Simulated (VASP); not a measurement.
# SrRe (Pm-3m) in VASP: a series of runs

The runs below take SrRe through single point, with PBE.

Everything below comes from runs of VASP 6.6.1. Logs are shortened: lines on timing, memory, paths and dates and some standing lists are left out, and cuts for length are marked.

## 1. The cell of the first run

Symmetry: Pm-3m, No. 221, cubic system. The conventional cell has a = 3.570 Å, b = 3.570 Å, c = 3.570 Å, α = 90.00°, β = 90.00°, γ = 90.00°. Sr (site symmetry m-3m) has 8 Re at 3.09 Å and 6 Sr at 3.57 Å within 4.1 Å. Within 4.1 Å of Re (site symmetry m-3m) lie 8 Sr at 3.09 Å and 6 Re at 3.57 Å.

## 2. Single point, PBE (volume scaled by 0.945)

File INCAR:

```
SYSTEM = SrRe
PREC = Accurate
ENCUT = 520
EDIFF = 1E-6
ISMEAR = 0
SIGMA = 0.05
LREAL = .False.
LASPH = .True.
NELM = 60
ALGO = Fast
ISIF = 2
LWAVE = .False.
LCHARG = .True.
GGA = PE
LELF = .True.
LVHAR = .True.
NBANDS = 16
```

File KPOINTS:

```
Automatic mesh
0
Gamma
  10 10 10
  0 0 0
```

File POSCAR:

```
SrRe
1.0
    3.5700675859      0.0000000000      0.0000000000
    0.0000000000      3.5700675859      0.0000000000
    0.0000000000      0.0000000000      3.5700675859
Sr Re
1 1
Direct
    0.0000000000      0.0000000000      0.0000000000
    0.5000000000      0.5000000000      0.5000000000
```

Potentials or basis: VASP PAW PBE potentials, release 64 (Sr_sv, Re).

Command:

```
cat potpaw_PBE.64/Sr_sv/POTCAR potpaw_PBE.64/Re/POTCAR > POTCAR
mpirun -np 1 vasp_std > vasp.out
```

OUTCAR:

```text
SYSTEM = SrRe
   PREC = Accurate
   ENCUT = 520
   EDIFF = 1E-6
   ISMEAR = 0
   LREAL = .False.
   LASPH = .True.
   NELM = 60
   ISIF = 2
   GGA = PE

 ion  position               nearest neighbor table
   1  0.000  0.000  0.000-   2 3.09   2 3.09   2 3.09   2 3.09   2 3.09   2 3.09   2 3.09   2 3.09

   2  0.500  0.500  0.500-   1 3.09   1 3.09   1 3.09   1 3.09   1 3.09   1 3.09   1 3.09   1 3.09

  LATTYP: Found a simple cubic cell.
 ALAT       =     3.5700675859

  Lattice vectors:

 A1 = (   3.5700675859,   0.0000000000,   0.0000000000)
 A2 = (   0.0000000000,   3.5700675859,   0.0000000000)
 A3 = (   0.0000000000,   0.0000000000,   3.5700675859)

Analysis of symmetry for initial positions (statically):
=====================================================================
 Subroutine PRICEL returns:
 Original cell was already a primitive cell.

 Routine SETGRP: Setting up the symmetry group for a
 simple cubic supercell.

 Subroutine GETGRP returns: Found 48 space group operations
 (whereof 48 operations were pure point group operations)
 out of a pool of 48 trial point group operations.

The static configuration has the point symmetry O_h .

Analysis of symmetry for dynamics (positions and initial velocities):
=====================================================================
 Subroutine PRICEL returns:
 Original cell was already a primitive cell.

 Routine SETGRP: Setting up the symmetry group for a
 simple cubic supercell.

 Subroutine GETGRP returns: Found 48 space group operations
 (whereof 48 operations were pure point group operations)
 out of a pool of 48 trial point group operations.

The dynamic configuration has the point symmetry O_h .

 Subroutine INISYM returns: Found 48 space group operations
 (whereof 48 operations are pure point group operations),
 and found     1 'primitive' translations

----------------------------------------------------------------------------------------

                                     Primitive cell

  volume of cell :      45.5019

  direct lattice vectors                    reciprocal lattice vectors
     3.570067586  0.000000000  0.000000000     0.280106742  0.000000000  0.000000000
     0.000000000  3.570067586  0.000000000     0.000000000  0.280106742  0.000000000
     0.000000000  0.000000000  3.570067586     0.000000000  0.000000000  0.280106742

  length of vectors
     3.570067586  3.570067586  3.570067586     0.280106742  0.280106742  0.280106742

  position of ions in fractional coordinates (direct lattice)
     0.000000000  0.000000000  0.000000000
     0.500000000  0.500000000  0.500000000

  ion indices of the primitive-cell ions
   primitive index   ion index
                 1           1
                 2           2

----------------------------------------------------------------------------------------

 KPOINTS: Automatic mesh

Automatic generation of k-mesh.
 Grid dimensions read from file:
 generate k-points for:   10   10   10

 Generating k-lattice:

  Cartesian coordinates                     Fractional coordinates (reciprocal lattice)
     0.028010674  0.000000000  0.000000000     0.100000000  0.000000000  0.000000000
     0.000000000  0.028010674  0.000000000     0.000000000  0.100000000  0.000000000
     0.000000000  0.000000000  0.028010674     0.000000000  0.000000000  0.100000000

  Length of vectors
     0.028010674  0.028010674  0.028010674

  Shift w.r.t. Gamma in fractional coordinates (k-lattice)
     0.000000000  0.000000000  0.000000000

 Subroutine IBZKPT returns following result:
 ===========================================

 Found     56 irreducible k-points:

 Following reciprocal coordinates:
            Coordinates               Weight
  0.000000  0.000000  0.000000      1.000000
  0.100000  0.000000  0.000000      6.000000
  0.200000  0.000000  0.000000      6.000000
  0.300000  0.000000  0.000000      6.000000
  0.400000  0.000000  0.000000      6.000000
  0.500000  0.000000  0.000000      3.000000
[... 16 lines left out ...]
  0.200000  0.100000  0.100000     24.000000
  0.300000  0.100000  0.100000     24.000000
 [... further k-points ...]
   k-points           NKPTS =     56   k-points in BZ     NKDIM =     56   number of bands    NBANDS=     16
   number of dos      NEDOS =    301   number of ions     NIONS =      2
   total plane-waves  NPLWV =  21952
   dimension x,y,z NGX =    28 NGY =   28 NGZ =   28
   dimension x,y,z NGXF=    56 NGYF=   56 NGZF=   56
   ions per type =               1   1
   NGX,Y,Z   is equivalent  to a cutoff of  13.04, 13.04, 13.04 a.u.
   NGXF,Y,Z  is equivalent  to a cutoff of  26.08, 26.08, 26.08 a.u.
 SYSTEM =  SrRe
   PREC   = accura    normal or accurate (medium, high low for compatibility)
   ISTART =      0    job   : 0-new  1-cont  2-samecut
   ICHARG =      2    charge: 1-file 2-atom 10-const
   ISPIN  =      1    spin polarized calculation?
   LNONCOLLINEAR =      F non collinear calculations
   LSORBIT =      F    spin-orbit coupling
   LASPH  =      T    aspherical Exc in radial PAW
   ENCUT  =  520.0 eV  38.22 Ry    6.18 a.u.   6.64  6.64  6.64*2*pi/ulx,y,z
   NELM   =     60;   NELMIN=  2; NELMDL= -5     # of ELM steps
   EDIFF  = 0.1E-05   stopping-criterion for ELM
   LREAL  =      F    real-space projection
   EDIFFG = 0.1E-04   stopping-criterion for IOM
   NSW    =      0    number of steps for IOM
   IBRION =     -1    ionic relax: 0-MD 1-quasi-New 2-CG
   NFREE  =      0    steps in history (QN), initial steepest desc. (CG)
   ISIF   =      2    stress and relaxation
   ISYM   =      2    0-nonsym 1-usesym 2-fastsym
   POTIM  = 0.5000    time-step for ionic-motion
   TEBEG  =    0.0;   TEEND  =   0.0 temperature during run
   PSTRESS=    0.0 pullay stress
   NELECT =      17.0000    total number of electrons
   NUPDOWN=      -1.0000    fix difference up-down
   EMIN   =  10.00;   EMAX   =-10.00  energy-range for DOS
   EFERMI =   0.00;   METHOD = LEGACY
   ISMEAR =     0;   SIGMA  =   0.05  broadening in eV -4-tet -1-fermi 0-gaus
   EFERMI_NEDOS =   21; number of points for ismear=-14 and -15
   IALGO  =     68    algorithm
   IMIX   =      4    mixing-type and parameters
     AMIX     =   0.40;   BMIX     =  1.00
     AMIX_MAG =   1.60;   BMIX_MAG =  1.00
  volume/ion in A,a.u.               =      22.75       153.53
  Fermi-wavevector in a.u.,A,eV,Ry     =   1.179093  2.228163 18.915637  1.390260
  Thomas-Fermi vector in A             =   2.315410
   LORBIT       =      0    0 simple, 1 ext, 2 COOP (PROOUT), +10 PAW based schemes
   GGA     = PE    functional components
   LHFCALC =     F    Hartree Fock is set to
   AEXX    =    0.0000 exact exchange contribution
   IVDW    =     0    specifies the selected vdW correction
   LEPSILON=     F    determine dielectric tensor
   LRPA    =     F    only Hartree local field effects (RPA)
 non-spin polarized calculation
 RMM-DIIS sequential band-by-band and
 Gauss-broadening in eV      SIGMA  =   0.05
  energy-cutoff  :      520.00
  volume of cell :       45.50
 maximum number of plane-waves:      1248
 NGX is ok and might be reduce to    28
   NGX = 13   NGY = 13   NGZ = 13

 number of electron      17.0000000 magnetization

 Free energy of the ion-electron system (eV)
  ---------------------------------------------------
  ext. energy  EPLUGINS =         0.00000000
  ---------------------------------------------------
  free energy    TOTEN  =       -10.27315117 eV

  energy without entropy =      -10.26685642  energy(sigma->0) =      -10.27000379

 E-fermi :   3.9092     XC(G=0): -10.9435

 val. band max:        3.9053332842   @ k =   0.5000   0.2000   0.0000
 cond. band min:       3.9099486852   @ k =   0.4000   0.2000   0.1000
 fundamental gap:      0.0046154010
 Fermi energy:         3.9091813044

 k-point     1 :       0.0000    0.0000    0.0000
  band No.  band energies     occupation
      1     -29.6737      2.00000
      2     -11.5832      2.00000
      3     -11.5832      2.00000
      4     -11.5832      2.00000
      5      -1.3498      2.00000
      6       1.4750      2.00000
[... 8 lines left out ...]
     15      12.3950      0.00000
     16      12.9763      0.00000

 k-point     2 :       0.1000    0.0000    0.0000
  band No.  band energies     occupation
      1     -29.6679      2.00000
      2     -11.6659      2.00000
      3     -11.5802      2.00000
      4     -11.5802      2.00000
      5      -1.1471      2.00000
      6       1.5438      2.00000
[... 8 lines left out ...]
     15      11.9079      0.00000
     16      12.8483      0.00000

 k-point     3 :       0.2000    0.0000    0.0000
  band No.  band energies     occupation
      1     -29.6528      2.00000
      2     -11.8737      2.00000
      3     -11.5724      2.00000
      4     -11.5724      2.00000
      5      -0.5773      2.00000
      6       1.7382      2.00000
[... 8 lines left out ...]
     15      11.3595      0.00000
     16      12.5218      0.00000

 k-point     4 :       0.3000    0.0000    0.0000
  band No.  band energies     occupation
      1     -29.6339      2.00000
      2     -12.1157      2.00000
      3     -11.5628      2.00000
      4     -11.5628      2.00000
      5       0.2555      2.00000
      6       2.0160      2.00000
[... 8 lines left out ...]
     15      11.8120      0.00000
     16      12.1316      0.00000
[... 324 lines left out ...]
 k-point    22 :       0.1000    0.1000    0.1000
  band No.  band energies     occupation
      1     -29.6567      2.00000
      2     -11.6861      2.00000
      3     -11.6402      2.00000
      4     -11.6402      2.00000
      5      -0.7707      2.00000
      6       1.7833      2.00000
[... 8 lines left out ...]
     15      11.1475      0.00000
     16      14.2708      0.00000

 k-point    23 :       0.2000    0.1000    0.1000
  band No.  band energies     occupation
      1     -29.6422      2.00000
      2     -11.8599      2.00000
      3     -11.6458      2.00000
      4     -11.6320      2.00000
      5      -0.2567      2.00000
      6       1.9466      2.00000
[... 8 lines left out ...]
     15      11.3392      0.00000
     16      13.5255      0.00000

 k-point    24 :       0.3000    0.1000    0.1000
  band No.  band energies     occupation
      1     -29.6240      2.00000
      2     -12.0892      2.00000
      3     -11.6251      2.00000
      4     -11.6218      2.00000
      5       0.4785      2.00000
      6       2.1742      2.00000
[... 8 lines left out ...]
     15      11.6294      0.00000
     16      12.9801      0.00000

 [... further k-points ...]
[... 5 lines left out ...]
  --------------------------------------------------------------------------------------
  -------------------------------------------------------------------------------------
  Total        1.1782152      1.1782152      1.1782152      0.0000000      0.0000000     -0.0000000
  in kB       41.4864145     41.4864145     41.4864145      0.0000000      0.0000000     -0.0000000
  external PRESSURE =      41.4864145 kB  Pullay stress =       0.0000000 kB

 VOLUME and BASIS-vectors are now :
 -----------------------------------------------------------------------------
  energy-cutoff  :      520.00
  volume of cell :       45.50
      direct lattice vectors                 reciprocal lattice vectors
     3.570067586  0.000000000  0.000000000     0.280106742  0.000000000  0.000000000
     0.000000000  3.570067586  0.000000000     0.000000000  0.280106742  0.000000000
     0.000000000  0.000000000  3.570067586     0.000000000  0.000000000  0.280106742

 POSITION                                       TOTAL-FORCE (eV/Angst)
 -----------------------------------------------------------------------------------
      0.00000      0.00000      0.00000         0.000000      0.000000      0.000000
      1.78503      1.78503      1.78503         0.000000      0.000000      0.000000
 -----------------------------------------------------------------------------------
    total drift:                               -0.000000      0.000000      0.000000

  FREE ENERGIE OF THE ION-ELECTRON SYSTEM (eV)
  ---------------------------------------------------
  free  energy   TOTEN  =       -10.2731511704 eV

  energy  without entropy=      -10.2668564195  energy(sigma->0) =      -10.27000379
```

It took 41 s on 1 thread of Intel Xeon 6975P-C (Granite Rapids), shared host; peak memory 0.18 GiB.

What came out:

* Free energy: -10.2732 eV
* Pressure: 4.1 GPa

Caveat: spin-orbit coupling is left out, which moves the levels of the heavy elements.

(Continued in part 2 of 2.)
